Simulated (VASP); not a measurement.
Here is a VASP 6.6.1 calculation.

The input INCAR:

```
SYSTEM = PbS
ALGO = Normal
EDIFF = 1E-6
ENCUT = 520
GGA = PE
ISIF = 2
ISMEAR = 0
LASPH = .TRUE.
LCHARG = .FALSE.
LREAL = .FALSE.
LWAVE = .FALSE.
NBANDS = 17
NELM = 100
PREC = Accurate
SIGMA = 0.01
```

Contents of KPOINTS:

```
k-points
0
G
  6 6 6
  0 0 0
```

The input POSCAR:

```
PbS
1.0
    0.0000000000      2.9705683269      2.9705683269
    2.9705683269      0.0000000000      2.9705683269
    2.9705683269      2.9705683269      0.0000000000
Pb S
1 1
Direct
    0.0000000000      0.0000000000      0.0000000000
    0.5000000000      0.5000000000      0.5000000000
```

Potentials or basis: VASP PAW PBE potentials, release 64 (Pb_d, S).

Run with:

```console
$ cat potpaw_PBE.64/Pb_d/POTCAR potpaw_PBE.64/S/POTCAR > POTCAR
$ mpirun -np 1 vasp_std > vasp.out
```

Problem. Estimate the band gap on the k mesh.

Solution. 0.38 eV.

Problem. Estimate the pressure.

Solution. 1.8 GPa.

Caveat: spin-orbit coupling is left out, which moves the levels of the heavy elements. A k mesh can miss the band edges.
